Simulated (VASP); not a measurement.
Input of a VASP 6.6.1 run:

The input POSCAR:

```
KCl
1.0
   -0.0233818855      3.4839009449      3.4839009449
    3.4839009449     -0.0233818855      3.4839009449
    3.4839009449      3.4839009449     -0.0233818855
K Cl
1 1
Direct
   -0.0007996140     -0.0007996140     -0.0007996140
    0.2507996140      0.2507996140      0.2507996140
```

Contents of INCAR.step1:

```
PREC = Accurate
ENCUT = 520
EDIFF = 1E-5
ISMEAR = 0
SIGMA = 0.01
LREAL = F
LASPH = T
NELM = 60
ALGO = Normal
ISIF = 2
LWAVE = T
LCHARG = F
GGA = PE
NBANDS = 15
```

Contents of INCAR.step2:

```
PREC = Accurate
ENCUT = 520
EDIFF = 1E-6
ISMEAR = 0
SIGMA = 0.01
LREAL = F
LASPH = T
NELM = 60
ALGO = Normal
ISIF = 2
LWAVE = F
LCHARG = F
GGA = PE
LHFCALC = T
HFSCREEN = 0.2079
PRECFOCK = Normal
ISTART = 1
NBANDS = 15
```

The input KPOINTS:

```
Automatic mesh
0
Gamma
  4 4 4
```

Potentials or basis: VASP PAW PBE potentials, release 64 (K_sv, Cl).

Launch:

```sh
$ cat potpaw_PBE.64/K_sv/POTCAR potpaw_PBE.64/Cl/POTCAR > POTCAR
$ cp INCAR.step1 INCAR
$ mpirun -np 1 vasp_std > vasp.out
$ cp INCAR.step2 INCAR
$ mpirun -np 1 vasp_std > vasp.out
```

Question: Predict the band gap on the k mesh.

Answer: 6.04 eV (least direct gap 6.07 eV).

Question: Estimate the pressure.

Answer: 0.3 GPa.

Caveat: the cell differs from its parent crystal (strain along [111] -1.0%); the structure was generated, so it needn't be the stable form of KCl; the PAW data sets were made with another functional, which shifts forces and pressure a little. A k mesh can miss the band edges.
